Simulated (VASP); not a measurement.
Here is a VASP 6.6.1 calculation.

The input POSCAR:

```
CdO
1.0
    0.0000000000      2.3495000000      2.3495000000
    2.3495000000      0.0000000000      2.3495000000
    2.3495000000      2.3495000000      0.0000000000
Cd O
1 1
Direct
    0.0000000000      0.0000000000      0.0000000000
    0.5000000000      0.5000000000      0.5000000000
```

Contents of INCAR.step1:

```
PREC = Accurate
ENCUT = 770
ISMEAR = -1
SIGMA = 0.01
LREAL = F
LASPH = T
NELM = 120
NBANDS = 20
GGA = PE
ALGO = Normal
EDIFF = 1E-5
LWAVE = T
LCHARG = F
GGA_COMPAT = F
```

INCAR.step2

```
PREC = Accurate
ENCUT = 770
EDIFF = 1E-6
ISMEAR = -1
SIGMA = 0.01
LREAL = F
LASPH = T
NELM = 120
ALGO = Normal
ISIF = 2
LWAVE = F
LCHARG = T
METAGGA = R2SCAN
LMIXTAU = T
LELF = T
LVHAR = T
NBANDS = 20
ISTART = 1
GGA_COMPAT = F
```

File KPOINTS:

```
regular mesh
0
Gamma
  6 6 6
```

Potentials or basis: VASP PAW PBE potentials, release 64 (Cd_sv_GW, O).

Run with:

```bash
$ cat potpaw_PBE.64/Cd_sv_GW/POTCAR potpaw_PBE.64/O/POTCAR > POTCAR
$ cp INCAR.step1 INCAR
$ mpirun -np 1 vasp_std > vasp.out
$ cp INCAR.step2 INCAR
$ mpirun -np 1 vasp_std > vasp.out
```

What does it give for the band gap on the k mesh?

0.11 eV (least direct gap 1.48 eV).

Predict the pressure.

0.2 GPa.

Caveat: semilocal functionals underestimate gaps, and a narrow one can read as zero; the PAW data sets were made with another functional, which shifts forces and pressure a little. A k mesh can miss the band edges.
